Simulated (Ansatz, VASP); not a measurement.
Ti2Si3 in VASP and in Ansatz

```
Ti Si
1.0
     4.54797    0.00000    0.00000
     0.00000    4.54797    0.00000
     0.00000    0.00000    6.74206
Ti Si
2 3
Direct
  0.00000 0.00000 0.14492
  0.00000 0.00000 0.85508
  0.50000 0.00000 0.50000
  0.00000 0.50000 0.50000
  0.00000 0.00000 0.50000
```

Alike in both runs: functional PBE; k mesh 8 × 8 × 6; occupations gaussian, width 0.1 eV; no spin polarisation.

Ansatz relaxed the structure, and its values are those at the end. VASP's run is a single point on that final structure, the one shown.

```csv
,VASP,Ansatz
version,VASP 6.6.1,Ansatz 0.2.0
potentials or method,"VASP PAW PBE potentials, release 64 (Ti_sv, Si), cutoff 520 eV","scalar-relativistic, plane waves, PAW"
valence electrons in the cell,36,36
```

```tsv
	VASP	Ansatz	Ansatz less VASP
gap on the k mesh at the Fermi level (eV)	none	none	-
pressure (GPa)	0.4	0.0	-0.39
rms of the force components (eV/Å)	0.235	0.000	-0.2348
```

A gap of «none» marks a metal or a gap that the smearing closes. One of these differences is far larger than is usual between the two programs; its cause wasn't traced. With one functional, cell and mesh, what is left measures potentials, basis and numerics.
